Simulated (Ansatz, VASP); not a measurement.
**C11O in VASP and in Ansatz**

INCAR

```
SYSTEM = C11O
ALGO = Normal ; DIPOL = 0.5 0.5 0.319
EDIFF = 1E-6 ; ENCUT = 520
GGA = PE ; IDIPOL = 3
ISIF = 2 ; ISMEAR = 0
IVDW = 12 ; LASPH = .True.
LCHARG = .False. ; LDIPOL = .True.
LREAL = .False. ; LWAVE = .False.
NBANDS = 37 ; NELM = 60
PREC = Accurate ; SIGMA = 0.05
```

The input KPOINTS:

```
k-points
0
Gamma
  8 7 1
  0 0 0
```

File POSCAR:

```
C11O
1.0
    3.6473242347      0.0000000000      0.0000000000
   -1.6658829406      3.9310150970      0.0000000000
    0.0000000000      0.0000000000     23.1809581692
C O
11 1
Direct
    0.5001799340      0.3333933113      0.1725554212
    0.4998200660      0.6666066887      0.1725554212
    0.5001799340      0.8333933113      0.2257231425
    0.4998200660      0.1666066887      0.2257231425
    0.5000212331      0.3353169669      0.2788716798
    0.4999787669      0.6646830331      0.2788716798
    0.5001286273      0.8366480408      0.3322552327
    0.4998713727      0.1633519592      0.3322552327
    0.4997623703      0.3544335274      0.3809574266
    0.5002376297      0.6455664726      0.3809574266
    1.2497623703      0.3544335274      0.5470420194
    1.2497623703      0.3544335274      0.4974323358
```

Input for Ansatz:

```yaml
crystal:
  lattice:
    - [3.6473242347, 0.0, 0.0]
    - [-1.6658829406, 3.931015097, 0.0]
    - [0.0, 0.0, 23.1809581692]
  atoms:
    - { symbol: C, position: [0.500179934, 0.3333933113, 0.1725554212] }
    - { symbol: C, position: [0.499820066, 0.6666066887, 0.1725554212] }
    - { symbol: C, position: [0.500179934, 0.8333933113, 0.2257231425] }
    - { symbol: C, position: [0.499820066, 0.1666066887, 0.2257231425] }
    - { symbol: C, position: [0.5000212331, 0.3353169669, 0.2788716798] }
    - { symbol: C, position: [0.4999787669, 0.6646830331, 0.2788716798] }
    - { symbol: C, position: [0.5001286273, 0.8366480408, 0.3322552327] }
    - { symbol: C, position: [0.4998713727, 0.1633519592, 0.3322552327] }
    - { symbol: C, position: [0.4997623703, 0.3544335274, 0.3809574266] }
    - { symbol: C, position: [0.5002376297, 0.6455664726, 0.3809574266] }
    - { symbol: O, position: [1.2497623703, 0.3544335274, 0.4974323358] }
    - { symbol: C, position: [1.2497623703, 0.3544335274, 0.5470420194] }
basis:
  ecutwfc: 420
kpoints:
  mp_grid: { grid: [8, 7, 1] }
hamiltonian:
  xc: pbe
  pseudopotentials: { kind: paw, azcp: { folder: soft_1 } }
  dispersion: d3bj
scf:
  occupations: { method: gaussian, width: 0.05 }
output:
  forces: true
  eigenvalues: true
efield:
  axis: 3
  dipole_correction: true
  ramp_width: 0.04
```

Alike in both runs: task single point; functional PBE; dispersion D3(BJ); k mesh 8 × 7 × 1; occupations gaussian, width 0.05 eV; no spin polarisation.

|  | VASP | Ansatz |
| --- | --- | --- |
| version | VASP 6.6.1 | Ansatz 0.2.0 |
| potentials or method | VASP PAW PBE potentials, release 64 (C, O), cutoff 520 eV | scalar-relativistic, plane waves, PAW |
| valence electrons in the cell | 50 | 50 |

VASP gave:

```
gap on the k mesh at the Fermi level (eV) : none
rms of the force components (eV/Å)        : 1.637
```

Problem. Estimate Ansatz's values.

Solution. gap on the k mesh at the Fermi level (eV): none; rms of the force components (eV/Å): 1.677.

A gap of «none» marks a metal or a gap that the smearing closes.

Noted on VASP's run: the standard files for N, O and F lose accuracy on very short bonds.
